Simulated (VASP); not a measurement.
# HfB2 (P6/mmm) in VASP: notebook

The runs below take HfB2 through single point, relaxation of cell and atoms, with PBEsol.

Program: VASP 6.6.1. These are calculated values, not measurements. Logs are shortened: lines on timing, memory, paths and dates and some standing lists are left out, and cuts for length are marked.

## (1) The cell of the first run

Symmetry: P6/mmm, No. 191, hexagonal system. Conventional cell: a = 3.127 Å, b = 3.127 Å, c = 3.449 Å, α = 90.00°, β = 90.00°, γ = 120.00°. Hf (site symmetry 6/mmm) has 12 B at 2.50 Å and 6 Hf at 3.13 Å within 3.3 Å. Within 2.4 Å of B (site symmetry -6m2) lie 3 B at 1.81 Å.

## (2) Single point, PBEsol

Contents of INCAR:

```
PREC = Accurate ; ENCUT = 520
EDIFF = 1E-7 ; ISMEAR = -1
SIGMA = 0.1 ; LREAL = False
LASPH = True ; NELM = 80
ALGO = Normal ; ISIF = 2
LWAVE = False ; LCHARG = False
GGA = PS ; NBANDS = 15
```

Contents of KPOINTS:

```
regular mesh
0
Gamma
  12 12 8
```

Contents of POSCAR:

```
HfB2
1.0
    3.1266511473      0.0000000000      0.0000000000
   -1.5633255737      2.7077593224      0.0000000000
    0.0000000000      0.0000000000      3.4492547960
Hf B
1 2
Direct
    0.0000000000      0.0000000000      0.0000000000
    0.3333333333      0.6666666667      0.5000000000
    0.6666666667      0.3333333333      0.5000000000
```

Potentials or basis: VASP PAW PBE potentials, release 64 (Hf_pv, B).

Run with:

```
> cat potpaw_PBE.64/Hf_pv/POTCAR potpaw_PBE.64/B/POTCAR > POTCAR
> mpirun -np 1 vasp_std > vasp.out
```

OUTCAR:

```text
PREC = Accurate
   ENCUT = 520
   EDIFF = 1E-7
   ISMEAR = -1
   LREAL = False
   LASPH = True
   NELM = 80
   ISIF = 2
   GGA = PS

 ion  position               nearest neighbor table
   1  0.000  0.000  0.000-   2 2.50   3 2.50   2 2.50   3 2.50   3 2.50   3 2.50   2 2.50   2 2.50
                             3 2.50   3 2.50   2 2.50   2 2.50
   2  0.333  0.667  0.500-   3 1.81   3 1.81   3 1.81   1 2.50   1 2.50   1 2.50   1 2.50   1 2.50
                             1 2.50
   3  0.667  0.333  0.500-   2 1.81   2 1.81   2 1.81   1 2.50   1 2.50   1 2.50   1 2.50   1 2.50
                             1 2.50

  LATTYP: Found a hexagonal cell.
 ALAT       =     3.1266511473
 C/A-ratio  =     1.1031786514

  Lattice vectors:

 A1 = (   3.1266511473,   0.0000000000,   0.0000000000)
 A2 = (  -1.5633255737,   2.7077593224,   0.0000000000)
 A3 = (   0.0000000000,   0.0000000000,   3.4492547960)

Analysis of symmetry for initial positions (statically):
=====================================================================
 Subroutine PRICEL returns:
 Original cell was already a primitive cell.

 Routine SETGRP: Setting up the symmetry group for a
 hexagonal supercell.

 Subroutine GETGRP returns: Found 24 space group operations
 (whereof 24 operations were pure point group operations)
 out of a pool of 24 trial point group operations.

The static configuration has the point symmetry D_6h.

Analysis of symmetry for dynamics (positions and initial velocities):
=====================================================================
 Subroutine PRICEL returns:
 Original cell was already a primitive cell.

 Routine SETGRP: Setting up the symmetry group for a
 hexagonal supercell.

 Subroutine GETGRP returns: Found 24 space group operations
 (whereof 24 operations were pure point group operations)
 out of a pool of 24 trial point group operations.

The dynamic configuration has the point symmetry D_6h.

 Subroutine INISYM returns: Found 24 space group operations
 (whereof 24 operations are pure point group operations),
 and found     1 'primitive' translations

----------------------------------------------------------------------------------------

                                     Primitive cell

  volume of cell :      29.2021

  direct lattice vectors                    reciprocal lattice vectors
     3.126651147  0.000000000  0.000000000     0.319831012  0.184654521  0.000000000
    -1.563325574  2.707759322  0.000000000     0.000000000  0.369309042  0.000000000
     0.000000000  0.000000000  3.449254796     0.000000000  0.000000000  0.289917695

  length of vectors
     3.126651147  3.126651147  3.449254796     0.369309042  0.369309042  0.289917695

  position of ions in fractional coordinates (direct lattice)
     0.000000000  0.000000000  0.000000000
     0.333333333  0.666666667  0.500000000
     0.666666667  0.333333333  0.500000000

  ion indices of the primitive-cell ions
   primitive index   ion index
                 1           1
                 2           2
                 3           3

----------------------------------------------------------------------------------------

 KPOINTS: regular mesh

Automatic generation of k-mesh.
 Grid dimensions read from file:
 generate k-points for:   12   12    8

 Generating k-lattice:

  Cartesian coordinates                     Fractional coordinates (reciprocal lattice)
     0.026652584  0.015387877  0.000000000     0.083333333 -0.000000000  0.000000000
     0.000000000  0.030775753  0.000000000     0.000000000  0.083333333  0.000000000
     0.000000000  0.000000000  0.036239712     0.000000000  0.000000000  0.125000000

  Length of vectors
     0.030775753  0.030775753  0.036239712

  Shift w.r.t. Gamma in fractional coordinates (k-lattice)
     0.000000000  0.000000000  0.000000000

 Subroutine IBZKPT returns following result:
 ===========================================

 Found     95 irreducible k-points:

 Following reciprocal coordinates:
            Coordinates               Weight
  0.000000  0.000000  0.000000      1.000000
  0.083333  0.000000  0.000000      6.000000
  0.166667  0.000000  0.000000      6.000000
  0.250000  0.000000  0.000000      6.000000
  0.333333  0.000000  0.000000      6.000000
  0.416667 -0.000000  0.000000      6.000000
[... 16 lines left out ...]
  0.250000  0.000000  0.125000     12.000000
  0.333333  0.000000  0.125000     12.000000
 [... further k-points ...]
   k-points           NKPTS =     95   k-points in BZ     NKDIM =     95   number of bands    NBANDS=     15
   number of dos      NEDOS =    301   number of ions     NIONS =      3
   total plane-waves  NPLWV =  16128
   dimension x,y,z NGX =    24 NGY =   24 NGZ =   28
   dimension x,y,z NGXF=    48 NGYF=   48 NGZF=   56
   ions per type =               1   2
   NGX,Y,Z   is equivalent  to a cutoff of  12.76, 12.76, 13.50 a.u.
   NGXF,Y,Z  is equivalent  to a cutoff of  25.52, 25.52, 26.99 a.u.
 SYSTEM =  unknown system
   PREC   = accura    normal or accurate (medium, high low for compatibility)
   ISTART =      0    job   : 0-new  1-cont  2-samecut
   ICHARG =      2    charge: 1-file 2-atom 10-const
   ISPIN  =      1    spin polarized calculation?
   LNONCOLLINEAR =      F non collinear calculations
   LSORBIT =      F    spin-orbit coupling
   LASPH  =      T    aspherical Exc in radial PAW
   ENCUT  =  520.0 eV  38.22 Ry    6.18 a.u.   5.81  5.81  6.41*2*pi/ulx,y,z
   NELM   =     80;   NELMIN=  2; NELMDL= -5     # of ELM steps
   EDIFF  = 0.1E-06   stopping-criterion for ELM
   LREAL  =      F    real-space projection
   EDIFFG = 0.1E-05   stopping-criterion for IOM
   NSW    =      0    number of steps for IOM
   IBRION =     -1    ionic relax: 0-MD 1-quasi-New 2-CG
   NFREE  =      0    steps in history (QN), initial steepest desc. (CG)
   ISIF   =      2    stress and relaxation
   ISYM   =      2    0-nonsym 1-usesym 2-fastsym
   POTIM  = 0.5000    time-step for ionic-motion
   TEBEG  =    0.0;   TEEND  =   0.0 temperature during run
   PSTRESS=    0.0 pullay stress
   NELECT =      16.0000    total number of electrons
   NUPDOWN=      -1.0000    fix difference up-down
   EMIN   =  10.00;   EMAX   =-10.00  energy-range for DOS
   EFERMI =   0.00;   METHOD = LEGACY
   ISMEAR =    -1;   SIGMA  =   0.10  broadening in eV -4-tet -1-fermi 0-gaus
   EFERMI_NEDOS =   21; number of points for ismear=-14 and -15
   IALGO  =     38    algorithm
   IMIX   =      4    mixing-type and parameters
     AMIX     =   0.40;   BMIX     =  1.00
     AMIX_MAG =   1.60;   BMIX_MAG =  1.00
  volume/ion in A,a.u.               =       9.73        65.69
  Fermi-wavevector in a.u.,A,eV,Ry     =   1.339604  2.531485 24.416199  1.794540
  Thomas-Fermi vector in A             =   2.467983
   LORBIT       =      0    0 simple, 1 ext, 2 COOP (PROOUT), +10 PAW based schemes
   GGA     = PS    functional components
   LHFCALC =     F    Hartree Fock is set to
   AEXX    =    0.0000 exact exchange contribution
   IVDW    =     0    specifies the selected vdW correction
   LEPSILON=     F    determine dielectric tensor
   LRPA    =     F    only Hartree local field effects (RPA)
 non-spin polarized calculation
  energy-cutoff  :      520.00
  volume of cell :       29.20
 maximum number of plane-waves:       800
 NGX is ok and might be reduce to    24
   NGX = 11   NGY = 11   NGZ = 13

 number of electron      15.9999999 magnetization

 Free energy of the ion-electron system (eV)
  ---------------------------------------------------
  ext. energy  EPLUGINS =         0.00000000
  ---------------------------------------------------
  free energy    TOTEN  =       -27.87215364 eV

  energy without entropy =      -27.86595493  energy(sigma->0) =      -27.86905428

 E-fermi :   7.6682     XC(G=0): -12.7635

 val. band max:        7.6312698464   @ k =   0.1667   0.1667   0.1250
 cond. band min:       7.8596838003   @ k =   0.0000   0.0000   0.2500
 fundamental gap:      0.2284139539
 Fermi energy:         7.6682467087

 k-point     1 :       0.0000    0.0000    0.0000
  band No.  band energies     occupation
      1     -22.8260      2.00000
      2     -22.3070      2.00000
      3     -22.3070      2.00000
      4      -6.1300      2.00000
      5       4.6232      2.00000
      6       4.7319      2.00000
      7       4.7319      2.00000
      8       4.9877      2.00000
      9      11.7653      0.00000
     10      11.7653      0.00000
     11      12.4870      0.00000
     12      12.4870      0.00000
     13      12.7301      0.00000
     14      12.7301      0.00000
     15      12.8115      0.00000

 k-point     2 :       0.0833    0.0000    0.0000
  band No.  band energies     occupation
      1     -22.8166      2.00000
      2     -22.3650      2.00000
      3     -22.3198      2.00000
      4      -5.9767      2.00000
      5       4.3108      2.00000
      6       4.7287      2.00000
      7       4.7747      2.00000
      8       4.8469      2.00000
      9      11.3120      0.00000
     10      11.6579      0.00000
     11      11.7490      0.00000
     12      11.9645      0.00000
     13      13.2695      0.00000
     14      13.6683      0.00000
     15      13.9066      0.00000
[... 365 lines left out ...]
      3     -22.3975      2.00000
      4      -4.6501      2.00000
      5       1.9964      2.00000
      6       3.6760      2.00000
      7       4.4702      2.00000
      8       5.6709      2.00000
      9       9.5664      0.00000
     10      10.3684      0.00000
     11      11.8925      0.00000
     12      12.6619      0.00000
     13      14.1289      0.00000
     14      15.4490      0.00000
     15      16.9317      0.00000

 k-point    24 :       0.3333    0.0000    0.1250
  band No.  band energies     occupation
      1     -22.9168      2.00000
      2     -22.7604      2.00000
      3     -22.4436      2.00000
      4      -3.8166      2.00000
      5       0.6967      2.00000
      6       3.7606      2.00000
      7       4.2070      2.00000
      8       5.2215      2.00000
      9       9.8236      0.00000
     10      10.7771      0.00000
     11      11.4357      0.00000
     12      12.8374      0.00000
     13      14.7561      0.00000
     14      16.0552      0.00000
     15      18.9197      0.00000

 [... further k-points ...]

------------------------ aborting loop because EDIFF is reached ----------------------------------------

  FORCE on cell =-STRESS in cart. coord.  units (eV):
  Direction    XX          YY          ZZ          XY          YZ          ZX
  --------------------------------------------------------------------------------------
  -------------------------------------------------------------------------------------
  Total       -0.0377000     -0.0377000      0.0246716      0.0000000     -0.0000000     -0.0000000
  in kB       -2.0684135     -2.0684135      1.3536110      0.0000000     -0.0000000     -0.0000000
  external PRESSURE =      -0.9277387 kB  Pullay stress =       0.0000000 kB

 VOLUME and BASIS-vectors are now :
 -----------------------------------------------------------------------------
  energy-cutoff  :      520.00
  volume of cell :       29.20
      direct lattice vectors                 reciprocal lattice vectors
     3.126651147  0.000000000  0.000000000     0.319831012  0.184654521  0.000000000
    -1.563325574  2.707759322  0.000000000     0.000000000  0.369309042  0.000000000
     0.000000000  0.000000000  3.449254796     0.000000000  0.000000000  0.289917695

 POSITION                                       TOTAL-FORCE (eV/Angst)
 -----------------------------------------------------------------------------------
      0.00000      0.00000      0.00000         0.000000      0.000000      0.000000
     -0.00000      1.80517      1.72463        -0.000000      0.000000      0.000000
      1.56333      0.90259      1.72463         0.000000      0.000000      0.000000
 -----------------------------------------------------------------------------------
    total drift:                               -0.000000      0.000000      0.000000

  FREE ENERGIE OF THE ION-ELECTRON SYSTEM (eV)
  ---------------------------------------------------
  free  energy   TOTEN  =       -27.8721536399 eV

  energy  without entropy=      -27.8659549278  energy(sigma->0) =      -27.86905428
```

Wall time 18 s (1 thread of AMD EPYC 9R45 (Zen 5), shared host); peak memory 0.14 GiB.

What came out:

| Property | Result |
| --- | --- |
| Free energy | -27.8722 eV |
| Pressure | -0.1 GPa |
| Band gap on the k mesh | zero (band 8 reaches 8.22 eV, above the bottom of band 9 at 7.12 eV) |

Caveat: the PAW data sets were made with another functional, which shifts forces and pressure a little; spin-orbit coupling is left out, which moves the levels of the heavy elements.

(Continued in part 2 of 2.)
